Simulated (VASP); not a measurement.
Set up this calculation in VASP 6.6.1, as the native input.

| Quantity | Value |
| --- | --- |
| Task | relaxation of shape and atoms at fixed volume |
| Functional | PBEsol |
| Potentials or basis | VASP PAW PBE potentials, release 64 (Ti_sv, Al) |
| Cutoff | 600 eV |
| k mesh | 10 × 10 × 6 |
| Occupations | gaussian, width 0.1 eV |
| Spin | no spin polarisation |
| Dipole correction | no |
| Further INCAR settings | ALGO = Fast; EDIFF = 1e-06; IBRION = 2; EDIFFG = -0.01; NSW = 50; ISIF = 4 |

The structure of Ti3Al5 lies in POSCAR:

```
Ti3Al5
1.0
    3.9239076159      0.0000000000      0.0000000000
    0.0000000000      4.0414135164      0.0000000000
    0.0000000000      0.0000000000      8.1321695076
Ti Al
3 5
Direct
    0.0000000000      0.5000000000      0.2646132914
    0.0000000000      0.5000000000      0.7353867086
    0.5000000000      0.5000000000      0.0000000000
    0.0000000000      0.0000000000      0.0000000000
    0.0000000000      0.0000000000      0.5000000000
    0.5000000000      0.5000000000      0.5000000000
    0.5000000000      0.0000000000      0.2417027397
    0.5000000000      0.0000000000      0.7582972603
```

The input as run:

INCAR

```
ALGO     = Fast           # electronic algorithm
EDIFF    = 1E-6           # SCF threshold, eV
EDIFFG   = -0.01          # ionic threshold
ENCUT    = 600            # plane-wave cutoff, eV
GGA      = PS             # functional
IBRION   = 2              # ionic algorithm
ISIF     = 4              # what is computed and relaxed
ISMEAR   = 0              # smearing method
LASPH    = T              # aspherical terms in the spheres
LCHARG   = F              # write CHGCAR
LREAL    = F              # projectors in reciprocal space
LWAVE    = F              # write WAVECAR
NELM     = 80             # most SCF steps
NSW      = 50             # ionic steps
PREC     = Accurate       # precision mode
SIGMA    = 0.1            # smearing width, eV
```

KPOINTS

```
k-points
0
Gamma
  10 10 6
```

Potentials or basis: VASP PAW PBE potentials, release 64 (Ti_sv, Al).

Launch:

```sh
$ cat potpaw_PBE.64/Ti_sv/POTCAR potpaw_PBE.64/Al/POTCAR > POTCAR
$ mpirun -np 1 vasp_std > vasp.out
```

Results of the run:

```yaml
Energy_gained_by_relaxing: 0.0 meV/atom
Ionic_steps: 4
Pressure_after_relaxing: -3.2 GPa
Largest_force_after_relaxing: 0.009 eV/Å
Band_gap_on_the_k_mesh: zero (an odd number of electrons rules out a gap without spin polarisation)
```

Caveat: the PAW data sets were made with another functional, which shifts forces and pressure a little.

Wall time 84 min on 1 thread of Oxide Virtual Turin-like Processor (shared host), peak memory 0.64 GiB.
